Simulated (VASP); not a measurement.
# In (Fm-3m) in VASP: a series of runs

In is run at these levels: PBE; tasks: single point.

Program: VASP 6.6.1. These are calculated values, not measurements. Logs are shortened: lines on timing, memory, paths and dates and some standing lists are left out, and cuts for length are marked.

## 1. The cell of the first run

The structure is cubic, space group Fm-3m (No. 225). The conventional cell has a = 4.712 Å, b = 4.712 Å, c = 4.712 Å, α = 90.00°, β = 90.00°, γ = 90.00°. In (site symmetry m-3m) has 12 In at 3.33 Å within 4.4 Å.

## 2. Single point, PBE

INCAR reads:

```
PREC = Accurate
ENCUT = 520
EDIFF = 1E-6
ISMEAR = 0
SIGMA = 0.05
LREAL = F
LASPH = T
NELM = 80
ALGO = Normal
ISIF = 2
LWAVE = F
LCHARG = T
GGA = PE
LELF = T
LVHAR = T
NBANDS = 12
```

KPOINTS reads:

```
Automatic mesh
0
Gamma
  8 8 8
```

POSCAR reads:

```
In
1.0
    0.0000000000      2.3561060463      2.3561060463
    2.3561060463      0.0000000000      2.3561060463
    2.3561060463      2.3561060463      0.0000000000
In
1
Direct
    0.0000000000      0.0000000000      0.0000000000
```

Potentials or basis: VASP PAW PBE potentials, release 64 (In_d).

Run with:

```console
$ cat potpaw_PBE.64/In_d/POTCAR > POTCAR
$ mpirun -np 1 vasp_std > vasp.out
```

OUTCAR:

```text
PREC = Accurate
   ENCUT = 520
   EDIFF = 1E-6
   ISMEAR = 0
   LREAL = F
   LASPH = T
   NELM = 80
   ISIF = 2
   GGA = PE

 ion  position               nearest neighbor table
   1  0.000  0.000  0.000-

  LATTYP: Found a face centered cubic cell.
 ALAT       =     4.7122120926

  Lattice vectors:

 A1 = (   0.0000000000,   2.3561060463,   2.3561060463)
 A2 = (   2.3561060463,   0.0000000000,   2.3561060463)
 A3 = (   2.3561060463,   2.3561060463,   0.0000000000)

Analysis of symmetry for initial positions (statically):
=====================================================================
 Subroutine PRICEL returns:
 Original cell was already a primitive cell.

 Routine SETGRP: Setting up the symmetry group for a
 face centered cubic supercell.

 Subroutine GETGRP returns: Found 48 space group operations
 (whereof 48 operations were pure point group operations)
 out of a pool of 48 trial point group operations.

The static configuration has the point symmetry O_h .

Analysis of symmetry for dynamics (positions and initial velocities):
=====================================================================
 Subroutine PRICEL returns:
 Original cell was already a primitive cell.

 Routine SETGRP: Setting up the symmetry group for a
 face centered cubic supercell.

 Subroutine GETGRP returns: Found 48 space group operations
 (whereof 48 operations were pure point group operations)
 out of a pool of 48 trial point group operations.

The dynamic configuration has the point symmetry O_h .

 Subroutine INISYM returns: Found 48 space group operations
 (whereof 48 operations are pure point group operations),
 and found     1 'primitive' translations

----------------------------------------------------------------------------------------

                                     Primitive cell

  volume of cell :      26.1586

  direct lattice vectors                    reciprocal lattice vectors
     0.000000000  2.356106046  2.356106046    -0.212214557  0.212214557  0.212214557
     2.356106046  0.000000000  2.356106046     0.212214557 -0.212214557  0.212214557
     2.356106046  2.356106046  0.000000000     0.212214557  0.212214557 -0.212214557

  length of vectors
     3.332037125  3.332037125  3.332037125     0.367566394  0.367566394  0.367566394

  position of ions in fractional coordinates (direct lattice)
     0.000000000  0.000000000  0.000000000

  ion indices of the primitive-cell ions
   primitive index   ion index
                 1           1

----------------------------------------------------------------------------------------

 KPOINTS: Automatic mesh

Automatic generation of k-mesh.
 Grid dimensions read from file:
 generate k-points for:    8    8    8

 Generating k-lattice:

  Cartesian coordinates                     Fractional coordinates (reciprocal lattice)
    -0.026526820  0.026526820  0.026526820     0.125000000  0.000000000  0.000000000
     0.026526820 -0.026526820  0.026526820     0.000000000  0.125000000  0.000000000
     0.026526820  0.026526820 -0.026526820     0.000000000  0.000000000  0.125000000

  Length of vectors
     0.045945799  0.045945799  0.045945799

  Shift w.r.t. Gamma in fractional coordinates (k-lattice)
     0.000000000  0.000000000  0.000000000

 Subroutine IBZKPT returns following result:
 ===========================================

 Found     29 irreducible k-points:

 Following reciprocal coordinates:
            Coordinates               Weight
  0.000000  0.000000  0.000000      1.000000
  0.125000  0.000000  0.000000      8.000000
  0.250000  0.000000  0.000000      8.000000
  0.375000  0.000000  0.000000      8.000000
  0.500000  0.000000  0.000000      4.000000
  0.125000  0.125000  0.000000      6.000000
[... 16 lines left out ...]
  0.500000  0.250000  0.125000     48.000000
 -0.375000  0.250000  0.125000     24.000000
 [... further k-points ...]
   k-points           NKPTS =     29   k-points in BZ     NKDIM =     29   number of bands    NBANDS=     12
   number of dos      NEDOS =    301   number of ions     NIONS =      1
   total plane-waves  NPLWV =  21952
   dimension x,y,z NGX =    28 NGY =   28 NGZ =   28
   dimension x,y,z NGXF=    56 NGYF=   56 NGZF=   56
   ions per type =               1
   NGX,Y,Z   is equivalent  to a cutoff of  13.97, 13.97, 13.97 a.u.
   NGXF,Y,Z  is equivalent  to a cutoff of  27.94, 27.94, 27.94 a.u.
 SYSTEM =  unknown system
   PREC   = accura    normal or accurate (medium, high low for compatibility)
   ISTART =      0    job   : 0-new  1-cont  2-samecut
   ICHARG =      2    charge: 1-file 2-atom 10-const
   ISPIN  =      1    spin polarized calculation?
   LNONCOLLINEAR =      F non collinear calculations
   LSORBIT =      F    spin-orbit coupling
   LASPH  =      T    aspherical Exc in radial PAW
   ENCUT  =  520.0 eV  38.22 Ry    6.18 a.u.   6.20  6.20  6.20*2*pi/ulx,y,z
   NELM   =     80;   NELMIN=  2; NELMDL= -5     # of ELM steps
   EDIFF  = 0.1E-05   stopping-criterion for ELM
   LREAL  =      F    real-space projection
   EDIFFG = 0.1E-04   stopping-criterion for IOM
   NSW    =      0    number of steps for IOM
   IBRION =     -1    ionic relax: 0-MD 1-quasi-New 2-CG
   NFREE  =      0    steps in history (QN), initial steepest desc. (CG)
   ISIF   =      2    stress and relaxation
   ISYM   =      2    0-nonsym 1-usesym 2-fastsym
   POTIM  = 0.5000    time-step for ionic-motion
   TEBEG  =    0.0;   TEEND  =   0.0 temperature during run
   PSTRESS=    0.0 pullay stress
   NELECT =      13.0000    total number of electrons
   NUPDOWN=      -1.0000    fix difference up-down
   EMIN   =  10.00;   EMAX   =-10.00  energy-range for DOS
   EFERMI =   0.00;   METHOD = LEGACY
   ISMEAR =     0;   SIGMA  =   0.05  broadening in eV -4-tet -1-fermi 0-gaus
   EFERMI_NEDOS =   21; number of points for ismear=-14 and -15
   IALGO  =     38    algorithm
   IMIX   =      4    mixing-type and parameters
     AMIX     =   0.40;   BMIX     =  1.00
     AMIX_MAG =   1.60;   BMIX_MAG =  1.00
  volume/ion in A,a.u.               =      26.16       176.53
  Fermi-wavevector in a.u.,A,eV,Ry     =   1.296735  2.450473 22.878479  1.681521
  Thomas-Fermi vector in A             =   2.428172
   LORBIT       =      0    0 simple, 1 ext, 2 COOP (PROOUT), +10 PAW based schemes
   GGA     = PE    functional components
   LHFCALC =     F    Hartree Fock is set to
   AEXX    =    0.0000 exact exchange contribution
   IVDW    =     0    specifies the selected vdW correction
   LEPSILON=     F    determine dielectric tensor
   LRPA    =     F    only Hartree local field effects (RPA)
 non-spin polarized calculation
 Gauss-broadening in eV      SIGMA  =   0.05
  energy-cutoff  :      520.00
  volume of cell :       26.16
 maximum number of plane-waves:       725
 NGX is ok and might be reduce to    28
   NGX = 13   NGY = 13   NGZ = 13

 number of electron      13.0000004 magnetization

 Free energy of the ion-electron system (eV)
  ---------------------------------------------------
  ext. energy  EPLUGINS =         0.00000000
  ---------------------------------------------------
  free energy    TOTEN  =        -2.52990640 eV

  energy without entropy =       -2.52957397  energy(sigma->0) =       -2.52974019

 E-fermi :   7.6884     XC(G=0): -10.2536

 val. band max:        7.4999287207   @ k =  -0.3750   0.3750   0.0000
 cond. band min:       7.7604620189   @ k =   0.5000   0.2500   0.1250
 fundamental gap:      0.2605332982
 Fermi energy:         7.6884416835

 k-point     1 :       0.0000    0.0000    0.0000
  band No.  band energies     occupation
      1      -7.1097      2.00000
      2      -7.1097      2.00000
      3      -7.1097      2.00000
      4      -6.9384      2.00000
      5      -6.9384      2.00000
      6      -2.0198      2.00000
      7      18.1014      0.00000
      8      18.1014      0.00000
      9      18.1014      0.00000
     10      19.0430      0.00000
     11      21.5142      0.00000
     12      21.5142      0.00000

 k-point     2 :       0.1250    0.0000    0.0000
  band No.  band energies     occupation
      1      -7.1146      2.00000
      2      -7.0860      2.00000
      3      -7.0860      2.00000
      4      -6.9390      2.00000
      5      -6.9390      2.00000
      6      -1.6765      2.00000
      7      14.8852      0.00000
      8      17.5719      0.00000
      9      17.5719      0.00000
     10      18.8127      0.00000
     11      22.4780      0.00000
     12      22.4810      0.00000

 k-point     3 :       0.2500    0.0000    0.0000
  band No.  band energies     occupation
      1      -7.1342      2.00000
      2      -7.0679      2.00000
      3      -7.0679      2.00000
      4      -6.8999      2.00000
      5      -6.8999      2.00000
      6      -0.6292      2.00000
      7      10.6552      0.00000
      8      16.7472      0.00000
      9      16.7472      0.00000
     10      18.6608      0.00000
     11      21.6798      0.00000
     12      21.6924      0.00000
[... 286 lines left out ...]
 k-point    23 :       0.5000    0.2500    0.1250
  band No.  band energies     occupation
      1      -7.1421      2.00000
      2      -7.0963      2.00000
      3      -6.9888      2.00000
      4      -6.8955      2.00000
      5      -6.8132      2.00000
      6       2.0502      2.00000
      7       7.7605      0.04165
      8      11.2201      0.00000
      9      13.3780      0.00000
     10      18.4082      0.00000
     11      20.8321      0.00000
     12      22.5549      0.00000

 k-point    24 :      -0.3750    0.2500    0.1250
  band No.  band energies     occupation
      1      -7.1264      2.00000
      2      -7.1129      2.00000
      3      -6.9709      2.00000
      4      -6.9073      2.00000
      5      -6.7917      2.00000
      6       3.9883      2.00000
      7       5.1804      2.00000
      8      11.3397      0.00000
      9      12.5771      0.00000
     10      18.2910      0.00000
     11      20.7147      0.00000
     12      25.7748      0.00000

 [... further k-points ...]
[... 5 lines left out ...]
  --------------------------------------------------------------------------------------
  -------------------------------------------------------------------------------------
  Total        0.3374857      0.3374857      0.3374857     -0.0000000     -0.0000000      0.0000000
  in kB       20.6705235     20.6705235     20.6705235     -0.0000000     -0.0000000      0.0000000
  external PRESSURE =      20.6705235 kB  Pullay stress =       0.0000000 kB

 VOLUME and BASIS-vectors are now :
 -----------------------------------------------------------------------------
  energy-cutoff  :      520.00
  volume of cell :       26.16
      direct lattice vectors                 reciprocal lattice vectors
     0.000000000  2.356106046  2.356106046    -0.212214557  0.212214557  0.212214557
     2.356106046  0.000000000  2.356106046     0.212214557 -0.212214557  0.212214557
     2.356106046  2.356106046  0.000000000     0.212214557  0.212214557 -0.212214557

 POSITION                                       TOTAL-FORCE (eV/Angst)
 -----------------------------------------------------------------------------------
      0.00000      0.00000      0.00000        -0.000000      0.000000     -0.000000
 -----------------------------------------------------------------------------------
    total drift:                               -0.000000     -0.000000     -0.000000

  FREE ENERGIE OF THE ION-ELECTRON SYSTEM (eV)
  ---------------------------------------------------
  free  energy   TOTEN  =        -2.5299064011 eV

  energy  without entropy=       -2.5295739739  energy(sigma->0) =       -2.52974019
```

It took 7.2 s on 1 thread of AMD EPYC 7R13 (Zen 3), shared host; peak memory 0.12 GiB.

Results:

```
Free energy : -2.5299 eV
Pressure    : 2.1 GPa
```

Levels at points of the mesh, in eV from the Fermi level:
```tsv
k point	band 3	band 4	band 5	band 6	band 7	band 8	band 9	band 10
(0.00, 0.00, 0.00)	-14.80	-14.63	-14.63	-9.71	10.41	10.41	10.41	11.35
(0.50, 0.00, 0.00)	-14.79	-14.47	-14.47	-4.48	-3.54	8.26	8.26	10.68
(0.50, 0.50, 0.00)	-14.48	-14.43	-14.43	-2.38	-2.25	3.87	3.87	7.22
```

Caveat: spin-orbit coupling is left out, which moves the levels of the heavy elements.

## 3. Single point, PBE

This run uses another cell than the first one, of 26.52 Å³/atom, 1.014 times its volume.

INCAR reads:

```
SYSTEM = In
PREC = Accurate
ENCUT = 520
EDIFF = 1E-6
ISMEAR = 0
SIGMA = 0.05
LREAL = .False.
LASPH = .True.
NELM = 100
ALGO = Normal
ISIF = 2
LWAVE = .False.
LCHARG = .False.
GGA = PE
NBANDS = 12
```

KPOINTS reads:

```
regular mesh
0
Gamma
  8 8 8
  0 0 0
```

POSCAR reads:

```
In
1.0
    0.0000000000      2.3670196905      2.3670196905
    2.3670196905      0.0000000000      2.3670196905
    2.3670196905      2.3670196905      0.0000000000
In
1
Direct
    0.0000000000      0.0000000000      0.0000000000
```

Potentials or basis: VASP PAW PBE potentials, release 64 (In_d).

Run with:

```console
$ cat potpaw_PBE.64/In_d/POTCAR > POTCAR
$ mpirun -np 1 vasp_std > vasp.out
```

Run time: 6.6 s. Hardware: 1 thread of AMD EPYC 7R13 (Zen 3), shared host; peak memory 0.12 GiB.

The run converged. Its results:

```
Free energy : -2.5340 eV
Pressure    : 1.4 GPa
```

Levels at points of the mesh, in eV from the Fermi level:
```tsv
k point	band 4	band 5	band 6	band 7	band 8	band 9
(0.00, 0.00, 0.00)	-14.61	-14.61	-9.61	10.29	10.29	10.29
(0.50, 0.00, 0.00)	-14.46	-14.46	-4.47	-3.48	8.16	8.16
(0.50, 0.50, 0.00)	-14.43	-14.43	-2.33	-2.27	3.85	3.85
```

Caveat: spin-orbit coupling is left out, which moves the levels of the heavy elements.

## 4. Single point, PBE

This run uses another cell than the first one, of 27.49 Å³/atom, 1.051 times its volume.

INCAR reads:

```
SYSTEM = In
PREC = Accurate
ENCUT = 520
EDIFF = 1E-6
ISMEAR = 0
SIGMA = 0.05
LREAL = .FALSE.
LASPH = .TRUE.
NELM = 60
ALGO = Normal
ISIF = 2
LWAVE = .FALSE.
LCHARG = .FALSE.
GGA = PE
NBANDS = 12
```

KPOINTS reads:

```
Automatic mesh
0
G
  8 8 8
  0 0 0
```

POSCAR reads:

```
In
1.0
    0.0000000000      2.3954566354      2.3954566354
    2.3954566354      0.0000000000      2.3954566354
    2.3954566354      2.3954566354      0.0000000000
In
1
Direct
    0.0000000000      0.0000000000      0.0000000000
```

Run with:

```console
$ cat potpaw_PBE.64/In_d/POTCAR > POTCAR
$ mpirun -np 1 vasp_std > vasp.out
```

Run time: 6.7 s. Hardware: 1 thread of AMD EPYC 7R13 (Zen 3), shared host; peak memory 0.12 GiB.

Results (log left out):

```yaml
Free_energy: -2.5385 eV
Pressure: 0.0 GPa
```

Levels at points of the mesh, in eV from the Fermi level:
| k point | band 3 | band 4 | band 5 | band 6 | band 7 | band 8 | band 9 | band 10 |
| --- | --- | --- | --- | --- | --- | --- | --- | --- |
| (0.00, 0.00, 0.00) | -14.73 | -14.58 | -14.58 | -9.35 | 9.99 | 9.99 | 9.99 | 11.27 |
| (0.50, 0.00, 0.00) | -14.72 | -14.45 | -14.45 | -4.44 | -3.31 | 7.93 | 7.93 | 10.60 |
| (0.50, 0.50, 0.00) | -14.46 | -14.41 | -14.41 | -2.33 | -2.20 | 3.79 | 3.79 | 6.97 |

Caveat: spin-orbit coupling is left out, which moves the levels of the heavy elements.

## 5. Summary

```tsv
cell	gap on the mesh (eV)	pressure (GPa)
a = 3.332 Å, angles 60.0°, 1 atom	none	2.1
a = 3.347 Å, angles 60.0°, 1 atom	none	1.4
a = 3.388 Å, angles 60.0°, 1 atom	none	0.0
```

Alike in all rows: task single point; level PBE; potentials or basis VASP PAW PBE potentials, release 64 (In_d); no spin polarisation; k mesh 8 × 8 × 8; cutoff (eV) 520; smearing gaussian 0.05 eV.

Caveats: spin-orbit coupling is left out, which moves the levels of the heavy elements.

Absolute energies hang on the potentials; compare differences alone.
